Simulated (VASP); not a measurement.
Input of a VASP 6.6.1 run:

The input INCAR:

```
SYSTEM = Al
PREC = Accurate ; ENCUT = 520
EDIFF = 1E-6 ; ISMEAR = 0
SIGMA = 0.1 ; LREAL = .FALSE.
LASPH = .TRUE. ; NELM = 60
ALGO = Normal ; ISIF = 2
LWAVE = .FALSE. ; LCHARG = .FALSE.
GGA = PE ; NBANDS = 10
```

File KPOINTS:

```
regular mesh
0
G
  8 8 18
  0 0 0
```

Contents of POSCAR:

```
Al
1.0
    4.2142044138      0.0000000000      0.0042287846
    0.0000000000      4.2142065355      0.0000000000
   -2.1051736474      0.0000000000      1.9504545212
Al
2
Direct
    0.0000000000      0.0000000000      0.0000000000
    0.5000000000      0.5000000000      0.0000000000
```

Potentials or basis: VASP PAW PBE potentials, release 64 (Al).

The run is started by

```console
$ cat potpaw_PBE.64/Al/POTCAR > POTCAR
$ mpirun -np 1 vasp_std > vasp.out
```

Q: Estimate the pressure.

A: -3.2 GPa.

Q: Predict the band gap on the k mesh.

A: Zero (bands 3 and 4 overlap by 11.41 eV).

Stress tensor (GPa, compression positive):
```
-5.09  0.00 -0.02
 0.00 -4.54  0.00
-0.02  0.00  0.02
```

Caveat: the cell stands under tension.
